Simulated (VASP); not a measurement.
# TiH6 (P6/mmm) in VASP: further runs, part 3 of 3

VASP 6.6.1. Earlier steps stand in the parts before.

## (4) Relaxation of cell and atoms, PBE

The input, INCAR:

```
SYSTEM = TiH6
PREC = Accurate
ENCUT = 500
EDIFF = 1E-7
ISMEAR = 0
SIGMA = 0.1
LREAL = .FALSE.
LASPH = .TRUE.
NELM = 120
ALGO = Normal
ISIF = 3
LWAVE = .FALSE.
LCHARG = .FALSE.
GGA = PE
IBRION = 2
NSW = 90
EDIFFG = -0.04
GGA_COMPAT = .FALSE.
NELMIN = 4
```

The input, KPOINTS:

```
Automatic mesh
0
G
  6 6 4
  0 0 0
```

The input, POSCAR:

```
TiH6
1.0
    3.2721168600      0.0000000000      0.0000000000
   -1.6360584300      2.8337363200      0.0000000000
    0.0000000000      0.0000000000      5.9273259700
Ti H
1 6
Direct
    0.0000000000      0.0000000000      0.5000000000
    0.5000000000      0.0000000000      0.5000000000
    0.0000000000      0.5000000000      0.5000000000
    0.5000000000      0.5000000000      0.5000000000
    0.5000000000      0.0000000000      0.0000000000
    0.0000000000      0.5000000000      0.0000000000
    0.5000000000      0.5000000000      0.0000000000
```

Potentials or basis: VASP PAW PBE potentials, release 64 (Ti_sv, H).

Command:

```sh
$ cat potpaw_PBE.64/Ti_sv/POTCAR potpaw_PBE.64/H/POTCAR > POTCAR
$ mpirun -np 1 vasp_std > vasp.out
```

OUTCAR:

```text
SYSTEM = TiH6
   PREC = Accurate
   ENCUT = 500
   EDIFF = 1E-7
   ISMEAR = 0
   LREAL = .FALSE.
   LASPH = .TRUE.
   NELM = 120
   ISIF = 3
   GGA = PE
   IBRION = 2
   NSW = 90
   EDIFFG = -0.04
   NELMIN = 4

 ion  position               nearest neighbor table
   1  0.000  0.000  0.500-   3 1.64   4 1.64   3 1.64   4 1.64   2 1.64   2 1.64
   2  0.500  0.000  0.500-   1 1.64   1 1.64
   3  0.000  0.500  0.500-   1 1.64   1 1.64
   4  0.500  0.500  0.500-   1 1.64   1 1.64
   5  0.500  0.000  0.000-
   6  0.000  0.500  0.000-
   7  0.500  0.500  0.000-

  LATTYP: Found a hexagonal cell.
 ALAT       =     3.2721168600
 C/A-ratio  =     1.8114652452

  Lattice vectors:

 A1 = (   3.2721168600,   0.0000000000,   0.0000000000)
 A2 = (  -1.6360584300,   2.8337363200,   0.0000000000)
 A3 = (   0.0000000000,   0.0000000000,   5.9273259700)

Analysis of symmetry for initial positions (statically):
=====================================================================
 Subroutine PRICEL returns:
 Original cell was already a primitive cell.

 Routine SETGRP: Setting up the symmetry group for a
 hexagonal supercell.

 Subroutine GETGRP returns: Found 24 space group operations
 (whereof 24 operations were pure point group operations)
 out of a pool of 24 trial point group operations.

The static configuration has the point symmetry D_6h.

Analysis of symmetry for dynamics (positions and initial velocities):
=====================================================================
 Subroutine PRICEL returns:
 Original cell was already a primitive cell.

 Routine SETGRP: Setting up the symmetry group for a
 hexagonal supercell.

 Subroutine GETGRP returns: Found 24 space group operations
 (whereof 24 operations were pure point group operations)
 out of a pool of 24 trial point group operations.

The dynamic configuration has the point symmetry D_6h.

 Subroutine INISYM returns: Found 24 space group operations
 (whereof 24 operations are pure point group operations),
 and found     1 'primitive' translations

----------------------------------------------------------------------------------------

                                     Primitive cell

  volume of cell :      54.9600

  direct lattice vectors                    reciprocal lattice vectors
     3.272116860  0.000000000  0.000000000     0.305612557  0.176445492  0.000000000
    -1.636058430  2.833736320  0.000000000     0.000000000  0.352890985  0.000000000
     0.000000000  0.000000000  5.927325970     0.000000000  0.000000000  0.168710141

  length of vectors
     3.272116860  3.272116856  5.927325970     0.352890984  0.352890985  0.168710141

  position of ions in fractional coordinates (direct lattice)
     0.000000000  0.000000000  0.500000000
     0.500000000  0.000000000  0.500000000
     1.000000000  0.500000000  0.500000000
     0.500000000  0.500000000  0.500000000
     0.500000000  0.000000000  0.000000000
     1.000000000  0.500000000  0.000000000
     0.500000000  0.500000000  0.000000000

  ion indices of the primitive-cell ions
   primitive index   ion index
                 1           1
                 2           2
                 3           3
                 4           4
                 5           5
                 6           6
                 7           7

----------------------------------------------------------------------------------------

 KPOINTS: Automatic mesh

[... 70 lines left out ...]
   ISYM   =      2    0-nonsym 1-usesym 2-fastsym
   POTIM  = 0.5000    time-step for ionic-motion
   TEBEG  =    0.0;   TEEND  =   0.0 temperature during run
   PSTRESS=    0.0 pullay stress
   NELECT =      18.0000    total number of electrons
   NUPDOWN=      -1.0000    fix difference up-down
   EMIN   =  10.00;   EMAX   =-10.00  energy-range for DOS
   EFERMI =   0.00;   METHOD = LEGACY
   ISMEAR =     0;   SIGMA  =   0.10  broadening in eV -4-tet -1-fermi 0-gaus
   EFERMI_NEDOS =   21; number of points for ismear=-14 and -15
   IALGO  =     38    algorithm
   IMIX   =      4    mixing-type and parameters
     AMIX     =   0.40;   BMIX     =  1.00
     AMIX_MAG =   1.60;   BMIX_MAG =  1.00
  volume/ion in A,a.u.               =       7.85        52.98
  Fermi-wavevector in a.u.,A,eV,Ry     =   1.128453  2.132466 17.325730  1.273405
  Thomas-Fermi vector in A             =   2.265143
   LORBIT       =      0    0 simple, 1 ext, 2 COOP (PROOUT), +10 PAW based schemes
   GGA     = PE    functional components
   LHFCALC =     F    Hartree Fock is set to
   AEXX    =    0.0000 exact exchange contribution
   IVDW    =     0    specifies the selected vdW correction
   LEPSILON=     F    determine dielectric tensor
   LRPA    =     F    only Hartree local field effects (RPA)
 conjugate gradient relaxation of ions
 non-spin polarized calculation
 Gauss-broadening in eV      SIGMA  =   0.10
  energy-cutoff  :      500.00
  volume of cell :       54.96
 maximum number of plane-waves:      1416
 NGX is ok and might be reduce to    24
   NGX = 11   NGY = 11   NGZ = 21

--------------------------------------- Ionic step        1  -------------------------------------------

 number of electron      17.9999994 magnetization

 Free energy of the ion-electron system (eV)
  ---------------------------------------------------
  ext. energy  EPLUGINS =         0.00000000
  ---------------------------------------------------
  free energy    TOTEN  =       -21.07011166 eV

  energy without entropy =      -21.03517082  energy(sigma->0) =      -21.05264124

------------------------ aborting loop because EDIFF is reached ----------------------------------------

  FORCE on cell =-STRESS in cart. coord.  units (eV):
  Direction    XX          YY          ZZ          XY          YZ          ZX
  --------------------------------------------------------------------------------------
  -------------------------------------------------------------------------------------
  Total        4.8981292      4.8981292     -1.7822474      0.0000000     -0.0000000      0.0000000
  in kB      142.7886749    142.7886744    -51.9554985      0.0000000     -0.0000000      0.0000000
  external PRESSURE =      77.8739503 kB  Pullay stress =       0.0000000 kB
[... 104 lines left out ...]
  FREE ENERGIE OF THE ION-ELECTRON SYSTEM (eV)
  ---------------------------------------------------
  free  energy   TOTEN  =       -21.5155965916 eV

  energy  without entropy=      -21.4907051307  energy(sigma->0) =      -21.50315086

 E-fermi :   2.6317     XC(G=0):  -9.8836

 val. band max:        2.5780437514   @ k =   0.3333   0.0000   0.5000
 cond. band min:       2.6460291785   @ k =   0.3333   0.0000   0.0000
 fundamental gap:      0.0679854271
 Fermi energy:         2.6317173120

 k-point     1 :       0.0000    0.0000    0.0000
  band No.  band energies     occupation
      1     -54.9983      2.00000
      2     -31.4624      2.00000
      3     -31.0793      2.00000
      4     -31.0792      2.00000
      5      -7.1374      2.00000
      6      -2.0788      2.00000
      7      -0.1697      2.00000
      8      -0.1697      2.00000
      9       3.7261      0.00000
     10       3.7261      0.00000
     11       5.0373      0.00000
     12       6.0908      0.00000
     13       6.1747      0.00000
[... 306 lines left out ...]
  band No.  band energies     occupation
      1     -54.9918      2.00000
      2     -31.4653      2.00000
      3     -31.1374      2.00000
      4     -31.1374      2.00000
      5      -2.0108      2.00000
      6      -2.0108      2.00000
      7      -1.3852      2.00000
      8      -1.3852      2.00000
      9       1.4063      2.00000
     10       2.2708      2.00000
     11       4.3123      0.00000
     12       4.4545      0.00000
     13       4.4545      0.00000

[... ionic steps 4 to 10 ...]

--------------------------------------- Ionic step       11  -------------------------------------------

 number of electron      18.0000001 magnetization

------------------------ aborting loop because EDIFF is reached ----------------------------------------
[... 77 lines left out ...]
--------------------------------------- Ionic step       13  -------------------------------------------

 number of electron      17.9999992 magnetization

 Free energy of the ion-electron system (eV)
  ---------------------------------------------------
  ext. energy  EPLUGINS =         0.00000000
  ---------------------------------------------------
  free energy    TOTEN  =       -25.42197858 eV

  energy without entropy =      -25.41682142  energy(sigma->0) =      -25.41940000

 E-fermi :   5.8690     XC(G=0): -11.3812

 val. band max:        5.8125775364   @ k =   0.1667   0.1667   0.2500
 cond. band min:       6.0070375422   @ k =   0.1667   0.0000   0.2500
 fundamental gap:      0.1944600057
 Fermi energy:         5.8690089864

 k-point     1 :       0.0000    0.0000    0.0000
  band No.  band energies     occupation
      1     -51.4121      2.00000
      2     -27.7767      2.00000
      3     -27.7766      2.00000
      4     -27.2106      2.00000
      5      -7.1490      2.00000
      6       0.1342      2.00000
      7       0.1342      2.00000
      8       3.4791      2.00000
      9       7.9777      0.00000
     10       7.9777      0.00000
     11      10.0354      0.00000
     12      10.0354      0.00000
     13      10.6216      0.00000
[... 352 lines left out ...]
  FREE ENERGIE OF THE ION-ELECTRON SYSTEM (eV)
  ---------------------------------------------------
  free  energy   TOTEN  =       -25.4219785770 eV

  energy  without entropy=      -25.4168214240  energy(sigma->0) =      -25.41940000

 reached required accuracy - stopping structural energy minimisation
```

Run time: 2.9 min. Hardware: 1 thread of Intel Xeon Platinum 8488C (Sapphire Rapids), shared host; peak memory 0.18 GiB.

What came out:

```
Free energy                           : -25.4220 eV
Relaxed volume                        : 4.77 Å³/atom
Relaxed cell                          : a = 3.723 Å, b = 3.723 Å, c = 2.779 Å, α = 90.00°, β = 90.00°, γ = 120.00°
Space group after relaxing (to 0.1 Å) : P6/mmm (No. 191)
Energy gained by relaxing             : 621.7 meV/atom
Ionic steps                           : 13
Pressure after relaxing               : -0.1 GPa
Band gap on the k mesh                : zero (bands 9 and 10 overlap by 3.63 eV)
```

Step by step:
```csv
step,energy change (eV),largest force (eV/Å),pressure (GPa),volume (Å³)
1,0.0000,0.0000,7.79,54.96
2,-0.2785,0.0000,3.16,58.01
3,-0.4455,0.0000,-3.97,62.94
4,-0.4458,0.0000,-3.47,62.58
5,-0.5389,0.0000,-4.14,61.12
6,-0.9138,0.0000,-6.57,56.60
7,-2.1122,0.0000,-11.35,46.89
8,0.0491,0.0000,86.42,24.76
9,-2.7199,0.0000,-12.37,42.74
10,-4.3460,0.0000,-2.60,34.05
11,-4.3391,0.0000,-0.09,33.40
12,-4.3250,0.0000,0.35,33.29
13,-4.3519,0.0000,-0.07,33.36
```

Final structure:
```yaml
crystal:
  lattice:
    - [3.72324, 0.00000, 0.00000]
    - [-1.86162, 3.22442, 0.00000]
    - [0.00000, 0.00000, 2.77918]
  atoms:
    - { symbol: Ti, position: [0.00000, 0.00000, 0.50000] }
    - { symbol: H, position: [0.50000, 0.00000, 0.50000] }
    - { symbol: H, position: [0.00000, 0.50000, 0.50000] }
    - { symbol: H, position: [0.50000, 0.50000, 0.50000] }
    - { symbol: H, position: [0.50000, 0.00000, 0.00000] }
    - { symbol: H, position: [0.00000, 0.50000, 0.00000] }
    - { symbol: H, position: [0.50000, 0.50000, 0.00000] }
```

Caveat: the k points lie up to 0.57 Å⁻¹ apart in the final cell, too coarse for converged energies and pressures of a metal; the volume moved by over 15 % at a fixed basis, so the end points are rough.

## (5) Summary

| task | cell | k mesh | gap on the mesh (eV) | pressure (GPa) |
| --- | --- | --- | --- | --- |
| single point | a = 3.272, b = 3.272, c = 5.927 Å, angles 90.0, 90.0, 120.0°, 7 atoms | 6 × 6 × 4 | none | 7.8 |
| relaxation of cell and atoms | relaxed from a = 3.733, b = 3.733, c = 2.777 Å, angles 90.0, 90.0, 120.0°, 7 atoms | 6 × 6 × 6 | none | 0.7 |
| relaxation of cell and atoms | relaxed from a = 3.272, b = 3.272, c = 5.927 Å, angles 90.0, 90.0, 120.0°, 7 atoms | 6 × 6 × 4 | none | -0.1 |

Alike in all rows: level PBE; potentials or basis VASP PAW PBE potentials, release 64 (Ti_sv, H); no spin polarisation; cutoff (eV) 500; smearing gaussian 0.1 eV.

Caveats: all runs use coarse meshes; the volume moved by over 15 % at a fixed basis, so the end points are rough (at least some runs).

Absolute energies hang on the potentials; compare differences alone.
